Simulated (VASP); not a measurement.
Write the native input for VASP 6.6.1 that does the following.

```yaml
Task: single point
Functional: r2SCAN
Potentials_or_basis: VASP PAW PBE potentials, release 64 (Ba_sv)
Cutoff: 520 eV
k_mesh: 6 × 6 × 6
Occupations: gaussian, width 0.1 eV
Spin: no spin polarisation
Dipole_correction: no
Further_INCAR_settings: ALGO = Normal; EDIFF = 1e-06; NBANDS = 11
```

Ba:

```
CELL_PARAMETERS angstrom
2.54155 2.54155 2.54155
-2.54155 2.54155 2.54155
-2.54155 -2.54155 2.54155
ATOMIC_POSITIONS crystal
Ba 0.00000 0.00000 0.00000
```

The input as run:

POSCAR

```
Ba
1.0
    2.5415510516      2.5415510516      2.5415510516
   -2.5415510516      2.5415510516      2.5415510516
   -2.5415510516     -2.5415510516      2.5415510516
Ba
1
Direct
    0.0000000000      0.0000000000      0.0000000000
```

INCAR.step1

```
SYSTEM = Ba
ALGO = Normal
EDIFF = 1E-4
ENCUT = 520
GGA = PE
ISMEAR = 0
LASPH = .True.
LCHARG = .False.
LREAL = .False.
LWAVE = .True.
NBANDS = 11
NELM = 60
PREC = Accurate
SIGMA = 0.1
```

INCAR.step2

```
SYSTEM = Ba
ALGO = Normal
EDIFF = 1E-6
ENCUT = 520
ISIF = 2
ISMEAR = 0
ISTART = 1
LASPH = .True.
LCHARG = .True.
LELF = .True.
LMIXTAU = .True.
LREAL = .False.
LVHAR = .True.
LWAVE = .False.
METAGGA = R2SCAN
NBANDS = 11
NELM = 60
PREC = Accurate
SIGMA = 0.1
```

KPOINTS

```
k-points
0
Gamma
  6 6 6
  0 0 0
```

Potentials or basis: VASP PAW PBE potentials, release 64 (Ba_sv).

Run with:

```console
$ cat potpaw_PBE.64/Ba_sv/POTCAR > POTCAR
$ cp INCAR.step1 INCAR
$ mpirun -np 1 vasp_std > vasp.out
$ cp INCAR.step2 INCAR
$ mpirun -np 1 vasp_std > vasp.out
```

Results of the run:

```
Pressure               : 0.1 GPa
Band gap on the k mesh : zero (bands 5 and 6 overlap by 0.81 eV)
```

Caveat: the PAW data sets were made with another functional, which shifts forces and pressure a little; spin-orbit coupling is left out, which moves the levels of the heavy elements.

Wall time 23 s on 1 thread of Intel(R) Xeon(R) 6975P-C (Granite Rapids), with other jobs on the host, peak memory 0.21 GiB.
